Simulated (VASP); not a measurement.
# Ti (Im-3m) in VASP: further runs

The runs below take Ti through single point, with PBEsol.

Everything below comes from runs of VASP 6.6.1. Logs are shortened: lines on timing, memory, paths and dates and some standing lists are left out, and cuts for length are marked.

## (1) The cell of the first run

It takes space group Im-3m (No. 229, cubic). The conventional cell has a = 3.273 Å, b = 3.273 Å, c = 3.273 Å, α = 90.00°, β = 90.00°, γ = 90.00°. Ti (site symmetry m-3m) has 14 Ti at 2.83 to 3.27 Å within 3.7 Å.

This isn't the form of Ti at room conditions, which is hcp.

## (2) Single point, PBEsol, collinear spin (17.53 Å³/atom)

INCAR

```
PREC     = Accurate       # precision mode
ENCUT    = 520            # plane-wave cutoff, eV
EDIFF    = 1E-7           # SCF threshold, eV
ISMEAR   = 0              # smearing method
SIGMA    = 0.15           # smearing width, eV
LREAL    = F              # projectors in reciprocal space
LASPH    = T              # aspherical terms in the spheres
NELM     = 150            # most SCF steps
ALGO     = Normal         # electronic algorithm
ISIF     = 2              # what is computed and relaxed
LWAVE    = F              # write WAVECAR
LCHARG   = T              # write CHGCAR
ISPIN    = 2              # spin polarisation
MAGMOM   = 0.75           # initial moments
LORBIT   = 11             # projections on sites
NUPDOWN  = 0.75           # fixed moment
LMAXMIX  = 4              # l up to which the mixer works
GGA      = PS             # functional
LELF     = T              # ELF
LVHAR    = T            
NBANDS   = 16             # bands
```

KPOINTS

```
regular mesh
0
Gamma
  22 22 22
```

POSCAR

```
Ti
1.0
   -1.6365916723      1.6365916723      1.6365916723
    1.6365916723     -1.6365916723      1.6365916723
    1.6365916723      1.6365916723     -1.6365916723
Ti
1
Direct
    0.0000000000      0.0000000000      0.0000000000
```

Potentials or basis: VASP PAW PBE potentials, release 64 (Ti_sv).

Command:

```console
$ cat potpaw_PBE.64/Ti_sv/POTCAR > POTCAR
$ mpirun -np 1 vasp_std > vasp.out
```

OUTCAR:

```text
PREC = Accurate
   ENCUT = 520
   EDIFF = 1E-7
   ISMEAR = 0
   LREAL = F
   LASPH = T
   NELM = 150
   ISIF = 2
   ISPIN = 2
   LORBIT = 11
   NUPDOWN = 0.75
   GGA = PS

 ion  position               nearest neighbor table
   1  0.000  0.000  0.000-

  LATTYP: Found a body centered cubic cell.
 ALAT       =     3.2731833446

  Lattice vectors:

 A1 = (  -1.6365916723,   1.6365916723,   1.6365916723)
 A2 = (   1.6365916723,  -1.6365916723,   1.6365916723)
 A3 = (   1.6365916723,   1.6365916723,  -1.6365916723)

Analysis of symmetry for initial positions (statically):
=====================================================================
 Subroutine PRICEL returns:
 Original cell was already a primitive cell.

 Routine SETGRP: Setting up the symmetry group for a
 body centered cubic supercell.

 Subroutine GETGRP returns: Found 48 space group operations
 (whereof 48 operations were pure point group operations)
 out of a pool of 48 trial point group operations.

The static configuration has the point symmetry O_h .

Analysis of symmetry for dynamics (positions and initial velocities):
=====================================================================
 Subroutine PRICEL returns:
 Original cell was already a primitive cell.

 Routine SETGRP: Setting up the symmetry group for a
 body centered cubic supercell.

 Subroutine GETGRP returns: Found 48 space group operations
 (whereof 48 operations were pure point group operations)
 out of a pool of 48 trial point group operations.

The dynamic configuration has the point symmetry O_h .

Analysis of structural, dynamic, and magnetic symmetry:
=====================================================================
 Subroutine PRICEL returns:
 Original cell was already a primitive cell.

 Routine SETGRP: Setting up the symmetry group for a
 body centered cubic supercell.

 Subroutine GETGRP returns: Found 48 space group operations
 (whereof 48 operations were pure point group operations)
 out of a pool of 48 trial point group operations.

The overall configuration has the point symmetry O_h .

 Subroutine INISYM returns: Found 48 space group operations
 (whereof 48 operations are pure point group operations),
 and found     1 'primitive' translations

----------------------------------------------------------------------------------------

                                     Primitive cell

  volume of cell :      17.5340

  direct lattice vectors                    reciprocal lattice vectors
    -1.636591672  1.636591672  1.636591672     0.000000000  0.305512981  0.305512981
[... 102 lines left out ...]
   IMIX   =      4    mixing-type and parameters
     AMIX     =   0.40;   BMIX     =  1.00
     AMIX_MAG =   1.60;   BMIX_MAG =  1.00
  volume/ion in A,a.u.               =      17.53       118.33
  Fermi-wavevector in a.u.,A,eV,Ry     =   1.442696  2.726301 28.318793  2.081373
  Thomas-Fermi vector in A             =   2.561187
   LORBIT       =     11    0 simple, 1 ext, 2 COOP (PROOUT), +10 PAW based schemes
   GGA     = PS    functional components
   LHFCALC =     F    Hartree Fock is set to
   AEXX    =    0.0000 exact exchange contribution
   IVDW    =     0    specifies the selected vdW correction
   LEPSILON=     F    determine dielectric tensor
   LRPA    =     F    only Hartree local field effects (RPA)
 spin polarized calculation
 Gauss-broadening in eV      SIGMA  =   0.15
  energy-cutoff  :      520.00
  volume of cell :       17.53
 maximum number of plane-waves:       490
 NGX is ok and might be reduce to    24
   NGX = 11   NGY = 11   NGZ = 11

 number of electron      11.9999999 magnetization       0.7500000

 Free energy of the ion-electron system (eV)
  ---------------------------------------------------
  ext. energy  EPLUGINS =         0.00000000
  ---------------------------------------------------
  free energy    TOTEN  =        -8.21311734 eV

  energy without entropy =       -8.18620890  energy(sigma->0) =       -8.19966312

 E-fermi :   7.8382     XC(G=0): -11.5748

 val. band max:        7.9099662631   @ k =   0.2273   0.0000   0.0000
 cond. band min:       7.8385370147   @ k =   0.3182   0.2727   0.0455
 fundamental gap:     -0.0714292484
 Fermi energy:         7.9101341093

 spin component 1

 k-point     1 :       0.0000    0.0000    0.0000
  band No.  band energies     occupation
      1     -48.6722      1.00000
      2     -24.6347      1.00000
      3     -24.6347      1.00000
      4     -24.6347      1.00000
      5       1.6688      1.00000
      6       8.5478      0.00000
[... 435 lines left out ...]
      5       2.9192      1.00000
      6       8.0872      0.04750
[... 8 lines left out ...]
     15      29.6035      0.00000
     16      31.6223      0.00000

 [... further k-points ...]

 spin component 2

 k-point     1 :       0.0000    0.0000    0.0000
  band No.  band energies     occupation
      1     -48.2141      1.00000
      2     -24.1748      1.00000
      3     -24.1748      1.00000
      4     -24.1748      1.00000
      5       2.2087      1.00000
      6       9.1531      0.00000
[... 435 lines left out ...]
      5       3.4577      1.00000
      6       8.6865      0.00000
[... 8 lines left out ...]
     15      30.0717      0.00000
     16      32.2055      0.00000

 [... further k-points ...]

------------------------ aborting loop because EDIFF is reached ----------------------------------------

  FORCE on cell =-STRESS in cart. coord.  units (eV):
  Direction    XX          YY          ZZ          XY          YZ          ZX
  --------------------------------------------------------------------------------------
  -------------------------------------------------------------------------------------
  Total       -0.5263214     -0.5263214     -0.5263214      0.0000000      0.0000000     -0.0000000
  in kB      -48.0928605    -48.0928605    -48.0928605      0.0000000      0.0000000     -0.0000000
  external PRESSURE =     -48.0928605 kB  Pullay stress =       0.0000000 kB

 VOLUME and BASIS-vectors are now :
 -----------------------------------------------------------------------------
  energy-cutoff  :      520.00
  volume of cell :       17.53
      direct lattice vectors                 reciprocal lattice vectors
    -1.636591672  1.636591672  1.636591672     0.000000000  0.305512981  0.305512981
     1.636591672 -1.636591672  1.636591672     0.305512981  0.000000000  0.305512981
     1.636591672  1.636591672 -1.636591672     0.305512981  0.305512981  0.000000000

 POSITION                                       TOTAL-FORCE (eV/Angst)
 -----------------------------------------------------------------------------------
      0.00000      0.00000      0.00000        -0.000000      0.000000      0.000000
 -----------------------------------------------------------------------------------
    total drift:                                0.000000      0.000000      0.000000

  FREE ENERGIE OF THE ION-ELECTRON SYSTEM (eV)
  ---------------------------------------------------
  free  energy   TOTEN  =        -8.2131173382 eV

  energy  without entropy=       -8.1862088951  energy(sigma->0) =       -8.19966312

 total charge

# of ion       s       p       d       tot
------------------------------------------
    1        2.243   6.113   1.901  10.257

 magnetization (x)

# of ion       s       p       d       tot
------------------------------------------
    1        0.004   0.042   0.478   0.524
```

Wall time 72 s (1 thread of Intel Xeon 8259CL, shared host); peak memory 0.25 GiB.

What came out:

| Item | Value |
| --- | --- |
| Free energy | -8.2131 eV |
| Pressure | -4.8 GPa |
| Net moment | 0.75 μB per cell |
| Site moments | Ti +0.52 μB |
| Valence electrons inside the program's atomic spheres | Ti 10.26 |

Caveat: the cell stands under tension; the PAW data sets were made with another functional, which shifts forces and pressure a little; the total moment is fixed, so each spin has its own Fermi level and the state may be an excited one.

## (3) Single point, PBEsol, collinear spin (17.53 Å³/atom)

Edit INCAR of step 2 so:

```diff
@@ -13,5 +13,5 @@
 ISPIN    = 2              # spin polarisation
-MAGMOM   = 0.75           # initial moments
+MAGMOM   = 0.5            # initial moments
 LORBIT   = 11             # projections on sites
-NUPDOWN  = 0.75           # fixed moment
+NUPDOWN  = 0.5            # fixed moment
 LMAXMIX  = 4              # l up to which the mixer works
```

KPOINTS

```
Automatic mesh
0
Gamma
  22 22 22
```

POSCAR is that of step 2.

Potentials or basis: VASP PAW PBE potentials, release 64 (Ti_sv).

Command:

```console
$ cat potpaw_PBE.64/Ti_sv/POTCAR > POTCAR
$ mpirun -np 1 vasp_std > vasp.out
```

Wall time 1.8 min (1 thread of Intel Xeon 8259CL, shared host); peak memory 0.26 GiB.

The run converged. Its results:

* Free energy: -8.2207 eV
* Pressure: -5.5 GPa
* Net moment: 0.50 μB per cell
* Site moments: Ti +0.35 μB
* Valence electrons inside the program's atomic spheres: Ti 10.26

Caveat: the cell stands under tension; the PAW data sets were made with another functional, which shifts forces and pressure a little; the total moment is fixed, so each spin has its own Fermi level and the state may be an excited one.
